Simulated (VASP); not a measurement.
Wanted: the native input for a VASP 6.6.1 run.

```yaml
Task: single point
Functional: PBE
Potentials_or_basis: VASP PAW PBE potentials, release 64 (Os, C)
Cutoff: 520 eV
k_mesh: 8 × 8 × 8
Occupations: gaussian, width 0.1 eV
Spin: no spin polarisation
Dipole_correction: no
Further_INCAR_settings: ALGO = Normal; EDIFF = 1e-06; NBANDS = 26
```

The structure of Os4C lies in POSCAR:

```
Os4C
1.0
    0.0000000000      3.9825938464      3.9825938464
    3.9825938464      0.0000000000      3.9825938464
    3.9825938464      3.9825938464      0.0000000000
Os C
4 1
Direct
    0.6115904891      0.1652285326      0.6115904891
    0.6115904891      0.6115904891      0.6115904891
    0.1652285326      0.6115904891      0.6115904891
    0.6115904891      0.6115904891      0.1652285326
    0.7500000000      0.7500000000      0.7500000000
```

These files were run (other wordings do the same):

INCAR

```
  PREC = Accurate
  ENCUT = 520
  EDIFF = 1E-6
  ISMEAR = 0
  SIGMA = 0.1
  LREAL = False
  LASPH = True
  NELM = 100
  ALGO = Normal
  ISIF = 2
  LWAVE = False
  LCHARG = False
  GGA = PE
  NBANDS = 26
```

KPOINTS

```
Automatic mesh
0
Gamma
  8 8 8
```

Potentials or basis: VASP PAW PBE potentials, release 64 (Os, C).

The run is started by

```bash
$ cat potpaw_PBE.64/Os/POTCAR potpaw_PBE.64/C/POTCAR > POTCAR
$ mpirun -np 1 vasp_std > vasp.out
```

Results of the run:

```yaml
Pressure: 0.4 GPa
Largest_force: 0.306 eV/Å
Band_gap_on_the_k_mesh: zero (band 18 reaches 1.95 eV, above the bottom of band 19 at 1.35 eV)
```

Caveat: spin-orbit coupling is left out, which moves the levels of the heavy elements.

Run time: 100 s on 1 thread of Intel(R) Xeon(R) Platinum 8488C (Sapphire Rapids) (shared host), peak memory 0.3 GiB.
